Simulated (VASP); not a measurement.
# ZrGe2Pd3 (P4/mmm) in VASP: relaxation of cell and atoms with PBE

Aim: the relaxation of cell and atoms of ZrGe2Pd3 with PBE.

Program: VASP 6.6.1. These are calculated values, not measurements. Logs are shortened: lines on timing, memory, paths and dates and some standing lists are left out, and cuts for length are marked.

## 1. The cell of the first run

The structure is tetragonal, space group P4/mmm (No. 123). Conventional cell: a = 4.037 Å, b = 4.037 Å, c = 6.877 Å, α = 90.00°, β = 90.00°, γ = 90.00°. Zr (site symmetry 4/mmm) has 4 Ge at 2.02 Å within 2.7 Å. Within 2.7 Å of Ge (site symmetry mmm) lie 2 Zr at 2.02 Å and 2 Pd at 2.02 Å. Within 3.1 Å of Pd (site symmetry 4mm) lie 2 Pd at 2.28 to 2.31 Å and 4 Ge at 3.05 Å. Pd (site symmetry 4/mmm) has 4 Ge at 2.02 Å and 2 Pd at 2.28 Å within 2.7 Å.

The cell was generated, and may not be a known phase.

## 2. Relaxation of cell and atoms, PBE

INCAR

```
  ALGO = Normal
  EDIFF = 1E-7
  EDIFFG = -0.08
  ENCUT = 630
  GGA = PE
  GGA_COMPAT = F
  IBRION = 2
  ISIF = 3
  ISMEAR = 0
  LASPH = T
  LCHARG = F
  LREAL = F
  LWAVE = F
  NELM = 120
  NELMIN = 4
  NSW = 36
  PREC = Accurate
  SIGMA = 0.2
```

KPOINTS

```
k-points
0
Gamma
  4 4 3
```

POSCAR

```
ZrGe2Pd3
1.0
    4.0367679700      0.0000000000      0.0000000000
    0.0000000000      4.0367679700      0.0000000000
    0.0000000000      0.0000000000      6.8771402900
Zr Ge Pd
1 2 3
Direct
    0.5000000000      0.5000000000      0.5000000000
    0.0000000000      0.5000000000      0.5000000000
    0.5000000000      0.0000000000      0.5000000000
    0.0000000000      0.0000000000      0.8319358700
    0.0000000000      0.0000000000      0.1680641300
    0.0000000000      0.0000000000      0.5000000000
```

Potentials or basis: VASP PAW PBE potentials, release 64 (Zr_sv, Ge_d, Pd_sv_GW).

Launch:

```console
$ cat potpaw_PBE.64/Zr_sv/POTCAR potpaw_PBE.64/Ge_d/POTCAR potpaw_PBE.64/Pd_sv_GW/POTCAR > POTCAR
$ mpirun -np 1 vasp_std > vasp.out
```

OUTCAR:

```text
EDIFF = 1E-7
   EDIFFG = -0.08
   ENCUT = 630
   GGA = PE
   IBRION = 2
   ISIF = 3
   ISMEAR = 0
   LASPH = T
   LREAL = F
   NELM = 120
   NELMIN = 4
   NSW = 36
   PREC = Accurate

 ion  position               nearest neighbor table
   1  0.500  0.500  0.500-   2 2.02   3 2.02   3 2.02   2 2.02   6 2.85   6 2.85   6 2.85   6 2.85

   2  0.000  0.500  0.500-   1 2.02   6 2.02   6 2.02   1 2.02   3 2.85   3 2.85   3 2.85   3 2.85

   3  0.500  0.000  0.500-   1 2.02   6 2.02   1 2.02   6 2.02   2 2.85   2 2.85   2 2.85   2 2.85

   4  0.000  0.000  0.832-   6 2.28   5 2.31
   5  0.000  0.000  0.168-   6 2.28   4 2.31
   6  0.000  0.000  0.500-   2 2.02   3 2.02   2 2.02   3 2.02   4 2.28   5 2.28   1 2.85   1 2.85
                             1 2.85   1 2.85

  LATTYP: Found a simple tetragonal cell.
 ALAT       =     4.0367679700
 C/A-ratio  =     1.7036253610

  Lattice vectors:

 A1 = (   4.0367679700,   0.0000000000,   0.0000000000)
 A2 = (   0.0000000000,   4.0367679700,   0.0000000000)
 A3 = (   0.0000000000,   0.0000000000,   6.8771402900)

Analysis of symmetry for initial positions (statically):
=====================================================================
 Subroutine PRICEL returns:
 Original cell was already a primitive cell.

 Routine SETGRP: Setting up the symmetry group for a
 simple tetragonal supercell.

 Subroutine GETGRP returns: Found 16 space group operations
 (whereof 16 operations were pure point group operations)
 out of a pool of 16 trial point group operations.

The static configuration has the point symmetry D_4h.

Analysis of symmetry for dynamics (positions and initial velocities):
=====================================================================
 Subroutine PRICEL returns:
 Original cell was already a primitive cell.

 Routine SETGRP: Setting up the symmetry group for a
 simple tetragonal supercell.

 Subroutine GETGRP returns: Found 16 space group operations
 (whereof 16 operations were pure point group operations)
 out of a pool of 16 trial point group operations.

The dynamic configuration has the point symmetry D_4h.

 Subroutine INISYM returns: Found 16 space group operations
 (whereof 16 operations are pure point group operations),
 and found     1 'primitive' translations

----------------------------------------------------------------------------------------

                                     Primitive cell

  volume of cell :     112.0664

  direct lattice vectors                    reciprocal lattice vectors
     4.036767970  0.000000000  0.000000000     0.247722933  0.000000000  0.000000000
     0.000000000  4.036767970  0.000000000     0.000000000  0.247722933  0.000000000
     0.000000000  0.000000000  6.877140290     0.000000000  0.000000000  0.145409277

  length of vectors
     4.036767970  4.036767970  6.877140290     0.247722933  0.247722933  0.145409277

  position of ions in fractional coordinates (direct lattice)
     0.500000000  0.500000000  0.500000000
     0.000000000  0.500000000  0.500000000
     0.500000000  0.000000000  0.500000000
     0.000000000  0.000000000  0.831935870
     0.000000000  0.000000000  0.168064130
     0.000000000  0.000000000  0.500000000

  ion indices of the primitive-cell ions
   primitive index   ion index
                 1           1
                 2           2
                 3           3
                 4           4
                 5           5
                 6           6

----------------------------------------------------------------------------------------

 KPOINTS: k-points

Automatic generation of k-mesh.
 Grid dimensions read from file:
 generate k-points for:    4    4    3

 Generating k-lattice:

  Cartesian coordinates                     Fractional coordinates (reciprocal lattice)
     0.061930733  0.000000000  0.000000000     0.250000000  0.000000000  0.000000000
     0.000000000  0.061930733  0.000000000     0.000000000  0.250000000  0.000000000
     0.000000000  0.000000000  0.048469759     0.000000000  0.000000000  0.333333333

  Length of vectors
     0.061930733  0.061930733  0.048469759

  Shift w.r.t. Gamma in fractional coordinates (k-lattice)
     0.000000000  0.000000000  0.000000000

 Subroutine IBZKPT returns following result:
 ===========================================

 Found     12 irreducible k-points:

 Following reciprocal coordinates:
            Coordinates               Weight
  0.000000  0.000000  0.000000      1.000000
  0.250000  0.000000  0.000000      4.000000
  0.500000  0.000000  0.000000      2.000000
  0.250000  0.250000  0.000000      4.000000
  0.500000  0.250000  0.000000      4.000000
  0.500000  0.500000  0.000000      1.000000
  0.000000  0.000000  0.333333      2.000000
  0.250000  0.000000  0.333333      8.000000
  0.500000  0.000000  0.333333      4.000000
  0.250000  0.250000  0.333333      8.000000
  0.500000  0.250000  0.333333      8.000000
  0.500000  0.500000  0.333333      2.000000
   k-points           NKPTS =     12   k-points in BZ     NKDIM =     12   number of bands    NBANDS=     56
   number of dos      NEDOS =    301   number of ions     NIONS =      6
   total plane-waves  NPLWV =  72576
   dimension x,y,z NGX =    36 NGY =   36 NGZ =   56
   dimension x,y,z NGXF=    72 NGYF=   72 NGZF=  112
   ions per type =               1   2   3
   NGX,Y,Z   is equivalent  to a cutoff of  14.83, 14.83, 13.54 a.u.
   NGXF,Y,Z  is equivalent  to a cutoff of  29.65, 29.65, 27.07 a.u.
 SYSTEM =  unknown system
   PREC   = accura    normal or accurate (medium, high low for compatibility)
   ISTART =      0    job   : 0-new  1-cont  2-samecut
   ICHARG =      2    charge: 1-file 2-atom 10-const
   ISPIN  =      1    spin polarized calculation?
   LNONCOLLINEAR =      F non collinear calculations
   LSORBIT =      F    spin-orbit coupling
   LASPH  =      T    aspherical Exc in radial PAW
   ENCUT  =  630.0 eV  46.30 Ry    6.80 a.u.   8.26  8.26 14.07*2*pi/ulx,y,z
   NELM   =    120;   NELMIN=  4; NELMDL= -5     # of ELM steps
   EDIFF  = 0.1E-06   stopping-criterion for ELM
   LREAL  =      F    real-space projection
   EDIFFG = -.8E-01   stopping-criterion for IOM
   NSW    =     36    number of steps for IOM
   IBRION =      2    ionic relax: 0-MD 1-quasi-New 2-CG
   NFREE  =      1    steps in history (QN), initial steepest desc. (CG)
   ISIF   =      3    stress and relaxation
   ISYM   =      2    0-nonsym 1-usesym 2-fastsym
   POTIM  = 0.5000    time-step for ionic-motion
   TEBEG  =    0.0;   TEEND  =   0.0 temperature during run
   PSTRESS=    0.0 pullay stress
   NELECT =      94.0000    total number of electrons
   NUPDOWN=      -1.0000    fix difference up-down
   EMIN   =  10.00;   EMAX   =-10.00  energy-range for DOS
   EFERMI =   0.00;   METHOD = LEGACY
   ISMEAR =     0;   SIGMA  =   0.20  broadening in eV -4-tet -1-fermi 0-gaus
   EFERMI_NEDOS =   21; number of points for ismear=-14 and -15
   IALGO  =     38    algorithm
   IMIX   =      4    mixing-type and parameters
     AMIX     =   0.40;   BMIX     =  1.00
     AMIX_MAG =   1.60;   BMIX_MAG =  1.00
  volume/ion in A,a.u.               =      18.68       126.04
  Fermi-wavevector in a.u.,A,eV,Ry     =   1.543923  2.917591 32.432182  2.383698
  Thomas-Fermi vector in A             =   2.649517
   LORBIT       =      0    0 simple, 1 ext, 2 COOP (PROOUT), +10 PAW based schemes
   GGA     = PE    functional components
   LHFCALC =     F    Hartree Fock is set to
   AEXX    =    0.0000 exact exchange contribution
   IVDW    =     0    specifies the selected vdW correction
   LEPSILON=     F    determine dielectric tensor
   LRPA    =     F    only Hartree local field effects (RPA)
 conjugate gradient relaxation of ions
 non-spin polarized calculation
 Gauss-broadening in eV      SIGMA  =   0.20
  energy-cutoff  :      630.00
  volume of cell :      112.07
 maximum number of plane-waves:      4057
 NGX is ok and might be reduce to    36
   NGX = 17   NGY = 17   NGZ = 29

--------------------------------------- Ionic step        1  -------------------------------------------

 number of electron      93.9999999 magnetization

 Free energy of the ion-electron system (eV)
  ---------------------------------------------------
  ext. energy  EPLUGINS =         0.00000000
  ---------------------------------------------------
  free energy    TOTEN  =        -4.13020005 eV

  energy without entropy =       -4.07299904  energy(sigma->0) =       -4.10159955

 E-fermi :   6.9699     XC(G=0): -10.9453

 val. band max:        6.9239103262   @ k =   0.0000   0.0000   0.3333
 cond. band min:       6.9763052819   @ k =   0.5000   0.5000   0.3333
 fundamental gap:      0.0523949556
 Fermi energy:         6.9698823577

 k-point     1 :       0.0000    0.0000    0.0000
  band No.  band energies     occupation
      1     -80.2989      2.00000
      2     -76.5871      2.00000
      3     -76.5063      2.00000
      4     -46.5403      2.00000
      5     -46.5403      2.00000
      6     -45.7257      2.00000
[... 810 lines left out ...]
  FREE ENERGIE OF THE ION-ELECTRON SYSTEM (eV)
  ---------------------------------------------------
  free  energy   TOTEN  =       -19.9195788091 eV

  energy  without entropy=      -19.7705418741  energy(sigma->0) =      -19.84506034

 E-fermi :  -0.0276     XC(G=0):  -6.6624

 val. band max:       -0.0290469561   @ k =   0.2500   0.2500   0.0000
 cond. band min:       0.0548239828   @ k =   0.5000   0.5000   0.3333
 fundamental gap:      0.0838709388
 Fermi energy:        -0.0275650298

 k-point     1 :       0.0000    0.0000    0.0000
  band No.  band energies     occupation
      1     -83.7123      2.00000
      2     -82.9313      2.00000
      3     -82.9008      2.00000
      4     -50.4302      2.00000
      5     -49.5048      2.00000
      6     -49.2881      2.00000
[... 697 lines left out ...]
     55       3.1787      0.00000
     56       3.8283      0.00000

[... ionic steps 4 to 9 ...]

--------------------------------------- Ionic step       10  -------------------------------------------

 number of electron      93.9999930 magnetization

------------------------ aborting loop because EDIFF is reached ----------------------------------------

  FORCE on cell =-STRESS in cart. coord.  units (eV):
  Direction    XX          YY          ZZ          XY          YZ          ZX
  --------------------------------------------------------------------------------------
  -------------------------------------------------------------------------------------
  Total       -0.8308027     -0.8308027      0.1399934      0.0000000     -0.0000000      0.0000000
  in kB       -6.5593860     -6.5593860      1.1052813      0.0000000     -0.0000000      0.0000000
  external PRESSURE =      -4.0044969 kB  Pullay stress =       0.0000000 kB
[... 65 lines left out ...]
  energy  without entropy=      -22.7566968906  energy(sigma->0) =      -22.83695953

--------------------------------------- Ionic step       12  -------------------------------------------

 number of electron      93.9999970 magnetization

 Free energy of the ion-electron system (eV)
  ---------------------------------------------------
  ext. energy  EPLUGINS =         0.00000000
  ---------------------------------------------------
  free energy    TOTEN  =       -22.92075145 eV

  energy without entropy =      -22.76227947  energy(sigma->0) =      -22.84151546

 E-fermi :   1.9989     XC(G=0):  -8.1236

 val. band max:        1.9916611639   @ k =   0.5000   0.2500   0.0000
 cond. band min:       2.0085119988   @ k =   0.2500   0.2500   0.0000
 fundamental gap:      0.0168508349
 Fermi energy:         1.9988976254

 k-point     1 :       0.0000    0.0000    0.0000
  band No.  band energies     occupation
      1     -82.5731      2.00000
      2     -80.8081      2.00000
      3     -80.7814      2.00000
      4     -48.3831      2.00000
      5     -48.3831      2.00000
      6     -48.2259      2.00000
[... 730 lines left out ...]
  FREE ENERGIE OF THE ION-ELECTRON SYSTEM (eV)
  ---------------------------------------------------
  free  energy   TOTEN  =       -22.9207514500 eV

  energy  without entropy=      -22.7622794688  energy(sigma->0) =      -22.84151546

 reached required accuracy - stopping structural energy minimisation
```

It took 39 min on 1 thread of Intel Xeon Platinum 8259CL at 2.50GHz (Skylake/Cascade Lake), shared host; peak memory 0.34 GiB.

Results:

| Quantity | Value |
| --- | --- |
| Free energy | -22.9208 eV |
| Relaxed volume | 33.48 Å³/atom |
| Relaxed cell | a = 5.132 Å, b = 5.132 Å, c = 7.627 Å, α = 90.00°, β = 90.00°, γ = 90.00° |
| Space group after relaxing (to 0.1 Å) | P4/mmm (No. 123) |
| Pressure after relaxing | 0.1 GPa |
| Largest force after relaxing | 0.015 eV/Å |
| Band gap on the k mesh | zero (bands 47 and 48 overlap by 0.63 eV) |

Forces in eV/Å, atoms in the order of the input:
```
Zr   0.000  0.000  0.000
Ge   0.000  0.000  0.000
Ge   0.000  0.000  0.000
Pd   0.000  0.000  0.015
Pd   0.000  0.000 -0.015
Pd   0.000  0.000  0.000
```

Final structure:
```xyz
6
Lattice="5.1318 0.0000 0.0000 0.0000 5.1318 0.0000 0.0000 0.0000 7.6267" Properties=species:S:1:pos:R:3 pbc="T T T"
Zr    2.5659    2.5659    3.8134
Ge    5.1318    2.5659    3.8134
Ge    2.5659    0.0000    3.8134
Pd    5.1318    0.0000    6.3550
Pd    0.0000    0.0000    1.2717
Pd    5.1318    0.0000    3.8134
```

Caveat: the k points lie up to 0.31 Å⁻¹ apart in the final cell, too coarse for converged energies and pressures of a metal; the volume moved by over 15 % at a fixed basis, so the end points are rough.
